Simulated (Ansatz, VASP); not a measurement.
One calculation of Re, two programs

The input INCAR:

```
SYSTEM = Re
PREC = Accurate
ENCUT = 520
EDIFF = 1E-6
ISMEAR = 0
SIGMA = 0.15
LREAL = .FALSE.
LASPH = .TRUE.
NELM = 100
ALGO = Fast
ISIF = 2
LWAVE = .FALSE.
LCHARG = .FALSE.
GGA = PE
NBANDS = 10
```

The input KPOINTS:

```
Automatic mesh
0
G
  10 10 10
  0 0 0
```

File POSCAR:

```
Re
1.0
    0.0000000000      1.9577236186      2.0115610181
    1.8500488196      0.0000000000      2.0115610181
    1.8500488196      1.9577236186      0.0000000000
Re
1
Direct
    0.0000000000      0.0000000000      0.0000000000
```

Input for Ansatz:

```yaml
crystal:
  lattice:
    - [0.0, 1.9577236186, 2.0115610181]
    - [1.8500488196, 0.0, 2.0115610181]
    - [1.8500488196, 1.9577236186, 0.0]
  atoms:
    - { symbol: Re, position: [0.0, 0.0, 0.0] }
basis:
  ecutwfc: 420
kpoints:
  mp_grid: { grid: [10, 10, 10] }
hamiltonian:
  xc: pbe
scf:
  occupations: { method: gaussian, width: 0.15 }
output:
  forces: true
  stress: true
  eigenvalues: true
```

Change from the starting cell: normal strain along x -0.0550, normal strain along z +0.0275.

Alike in both runs: task single point; functional PBE; k mesh 10 × 10 × 10; occupations gaussian, width 0.15 eV; no spin polarisation.

```csv
,VASP,Ansatz
version,VASP 6.6.1,Ansatz 0.2.0
potentials or method,"VASP PAW PBE potentials, release 64 (Re), cutoff 520 eV","scalar-relativistic, plane waves, PAW"
valence electrons in the cell,7,15
```

Ansatz gave:

| Item | Value |
| --- | --- |
| gap on the k mesh at the Fermi level (eV) | none |
| pressure (GPa) | 11.7 |
| traceless stress, the component that is largest in VASP (GPa) | 12.50 |

Problem. Estimate VASP's values.

Solution. gap on the k mesh at the Fermi level (eV): none; pressure (GPa): 11.3; traceless stress, the component that is largest in VASP (GPa): 12.43.

A gap of «none» marks a metal or a gap that the smearing closes. With one functional, cell and mesh, what is left measures potentials, basis and numerics. VASP's potentials hold 7 valence electrons a cell and Ansatz's 15, so a difference there can come from the potentials and not from the codes.

Neither program's run includes spin-orbit coupling.
